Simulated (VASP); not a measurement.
Here is a VASP 6.6.1 calculation.

POSCAR

```
ZnSe
1.0
    0.0000000000      2.7556659633      2.8324246719
    2.7556659633      0.0000000000      2.8324246719
    2.7556659633      2.7556659633      0.0000000000
Zn Se
1 1
Direct
    0.0000000000      0.0000000000      0.0000000000
    0.2500000000      0.2500000000      0.2500000000
```

The input INCAR.step1:

```
PREC = Accurate ; ENCUT = 520
EDIFF = 1E-5 ; ISMEAR = 0
SIGMA = 0.01 ; LREAL = F
LASPH = T ; NELM = 80
ALGO = Normal ; ISIF = 2
LWAVE = T ; LCHARG = F
NBANDS = 16 ; GGA = PE
```

Contents of INCAR.step2:

```
PREC = Accurate ; ENCUT = 520
EDIFF = 1E-6 ; ISMEAR = 0
SIGMA = 0.01 ; LREAL = F
LASPH = T ; NELM = 80
ALGO = Normal ; ISIF = 2
LWAVE = F ; LCHARG = F
GGA = PE ; LHFCALC = T
HFSCREEN = 0.2079 ; PRECFOCK = Normal
NBANDS = 16 ; ISTART = 1
```

File KPOINTS:

```
regular mesh
0
Gamma
  6 6 6
```

Potentials or basis: VASP PAW PBE potentials, release 64 (Zn, Se).

Launch:

```bash
$ cat potpaw_PBE.64/Zn/POTCAR potpaw_PBE.64/Se/POTCAR > POTCAR
$ cp INCAR.step1 INCAR
$ mpirun -np 1 vasp_std > vasp.out
$ cp INCAR.step2 INCAR
$ mpirun -np 1 vasp_std > vasp.out
```

Q: What does it give for the band gap on the k mesh?

A: 2.62 eV.

Q: Predict the pressure.

A: 5.4 GPa.

Stress tensor (GPa, compression positive):
```
5.75 0.00 0.00
0.00 5.75 0.00
0.00 0.00 4.74
```

Caveat: the cell differs from its parent crystal (biaxial xy strain -2.7%); the cell stands under pressure; the PAW data sets were made with another functional, which shifts forces and pressure a little.
